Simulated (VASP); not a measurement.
Crystal: TaN.

```
Ta N
1.0
     5.19600    0.00000    0.00000
    -2.59800    4.49987    0.00000
     0.00000    0.00000    2.91100
Ta N
3 3
Direct
  0.00000 0.00000 0.00000
  0.66667 0.33333 0.50000
  0.33333 0.66667 0.50000
  0.00000 0.39285 0.00000
  0.60715 0.60715 0.00000
  0.39285 0.00000 0.00000
```

| Quantity | Value |
| --- | --- |
| Program | VASP 6.6.1 |
| Task | relaxation of cell and atoms |
| Functional | BLYP |
| Potentials or basis | VASP PAW PBE potentials, release 64 (Ta_pv, N) |
| Cutoff | 600 eV |
| k mesh | 6 × 6 × 9 |
| Occupations | fermi-dirac, width 0.05 eV |
| Spin | no spin polarisation |

At the start: pressure 17.2 GPa; volume 11.34 Å³/atom.

Problem. How do energy, volume and symmetry change on relaxing?

Solution. Over 11 steps the energy falls by 33.0 meV/atom and the volume is 11.99 Å³/atom (+5.7 %); space group P-62m (No. 189, to 0.1 Å) before and after.

Step by step:
```tsv
step	energy change (eV)	largest force (eV/Å)	pressure (GPa)	volume (Å³)
1	0.0000	0.0158	17.16	68.06
2	0.6114	0.6136	-25.92	80.74
3	-0.1910	0.2431	-0.66	71.96
4	-0.1913	0.2352	-0.09	71.82
5	-0.1913	0.2312	0.20	71.74
6	-0.1973	0.0896	0.27	71.81
7	-0.1979	0.0311	0.29	71.83
8	-0.1980	0.0045	-0.49	72.05
9	-0.1981	0.0122	-0.15	71.95
10	-0.1982	0.0113	0.12	71.88
11	-0.1982	0.0009	0.00	71.91
```

Final structure:
```
Ta N
1.0
     5.30521    0.00000    0.00000
    -2.65261    4.59445    0.00000
     0.00000    0.00000    2.95032
Ta N
3 3
Direct
  0.00000 0.00000 0.00000
  0.66667 0.33333 0.50000
  0.33333 0.66667 0.50000
  0.00000 0.38993 0.00000
  0.61007 0.61007 0.00000
  0.38993 0.00000 0.00000
```

Caveat: the PAW data sets were made with another functional, which shifts forces and pressure a little.
